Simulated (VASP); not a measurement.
Crystal: AlN.

```xyz
2
Lattice="0.0000 2.2159 2.2159 2.2159 0.0000 2.2159 2.2159 2.2159 0.0000" Properties=species:S:1:pos:R:3 pbc="T T T"
Al    0.0000    0.0000    0.0000
N     3.3239    3.3239    3.3239
```

This cell differs from its parent crystal: strain +1.4%.

Program: VASP 6.6.1. Alike in all runs: task single point; potentials or basis VASP PAW PBE potentials, release 64 (Al, N); no spin polarisation; cell as given; cutoff (eV) 520. Hardware: 1 thread of AMD EPYC 7R13, with other jobs on the host.

Question: Order these runs on this cell by their wall time, lowest first.
A. level PBE; k mesh 10 × 10 × 10; smearing fermi-dirac 0.02 eV
B. level PBE; k mesh 6 × 6 × 6; smearing gaussian 0.01 eV
C. level r2SCAN; k mesh 10 × 10 × 10; smearing gaussian 0.01 eV

Answer: B (9.6 s), A (25 s), C (150 s).
